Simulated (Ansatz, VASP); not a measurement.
## Two plane-wave programs on Bi

```
CELL_PARAMETERS angstrom
-1.98143 1.98143 1.98143
1.98143 -1.98143 1.98143
1.98143 1.98143 -1.98143
ATOMIC_POSITIONS crystal
Bi 0.00000 0.00000 0.00000
```

Alike in both runs: task electric field gradients; functional r2SCAN; dispersion D4; k mesh 9 × 9 × 9; occupations gaussian, width 0.05 eV; non-collinear spin, spin-orbit coupling.

|  | VASP | Ansatz |
| --- | --- | --- |
| version | VASP 6.6.1 | Ansatz 0.2.0 |
| potentials or method | VASP PAW PBE potentials, release 64 (Bi_d) | Ansatz PAW |
| plane-wave cutoff (eV) | 520 | 500 |
| valence electrons in the cell | 15 | 15 |

Ansatz gave:

- pressure (GPa): 0.6

Q: What did VASP give for the same quantities?

A: Pressure (GPa): 0.5.

VASP's potentials were made for PBE, not for r2SCAN.
